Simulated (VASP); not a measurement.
Input of a VASP 6.6.1 run:

File INCAR:

```
PREC = Accurate ; ENCUT = 520
EDIFF = 1E-6 ; ISMEAR = -1
SIGMA = 0.05 ; LREAL = False
LASPH = True ; NELM = 100
ALGO = Normal ; ISIF = 2
LWAVE = False ; LCHARG = True
GGA = PS ; IVDW = 12
LELF = True ; LVHAR = True
NBANDS = 16
```

File KPOINTS:

```
Automatic mesh
0
Gamma
  8 8 7
```

File POSCAR:

```
NbTe
1.0
    3.5788039433      0.0000000000      0.0000000000
   -1.7894019716      3.0993351301      0.0000000000
    0.0000000000      0.0000000000      3.6575827848
Te Nb
1 1
Direct
    0.6666666667      0.3333333333      0.0000000000
    0.0000000000      0.0000000000      0.5000000000
```

Potentials or basis: VASP PAW PBE potentials, release 64 (Te, Nb_sv).

Run with:

```sh
$ cat potpaw_PBE.64/Te/POTCAR potpaw_PBE.64/Nb_sv/POTCAR > POTCAR
$ mpirun -np 1 vasp_std > vasp.out
```

**Question.** What does it give for the dispersion energy per atom?

**Answer.** -0.678 eV.

**Question.** Predict the pressure.

**Answer.** -1.0 GPa.

Caveat: three body term missing; the PAW data sets were made with another functional, which shifts forces and pressure a little; pairwise dispersion overbinds metals, which lowers pressure and volume.
